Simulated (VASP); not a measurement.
Runs of VASP 6.6.1 on ZrB3As4. The structure is that of space group Im-3m (No. 229), or close to it. The cells are those of the table. 

```csv
task,cell,k mesh,cutoff (eV),gap on the mesh (eV),pressure (GPa),relaxed volume (Å³/atom)
single point,"a = 5.619 Å, angles 109.5°, 8 atoms",4 × 4 × 4,520,none,-10.5,-
relaxation of cell and atoms,"relaxed from a = 5.373 Å, angles 109.5°, 8 atoms",8 × 8 × 8,600,none,0.0,15.09
single point,"a = 5.391 Å, angles 109.5°, 8 atoms",8 × 8 × 8,520,none,0.1,-
relaxation of cell and atoms,"relaxed from a = 5.619 Å, angles 109.5°, 8 atoms",4 × 4 × 4,600,none,0.0,(a)
single point,"a = 5.373 Å, angles 109.5°, 8 atoms",4 × 4 × 4,520,none,0.1,-
```

Alike in all rows: level PBE; potentials or basis VASP PAW PBE potentials, release 64 (Zr_sv, B, As); no spin polarisation; smearing gaussian 0.1 eV.

**Question.** Estimate the missing entries.

**Answer.** (a) 14.94.

A k mesh can miss the band edges, and the runs leave out spin-orbit coupling on As, Zr.

A gap of «none» marks levels without a gap at the run's occupations.
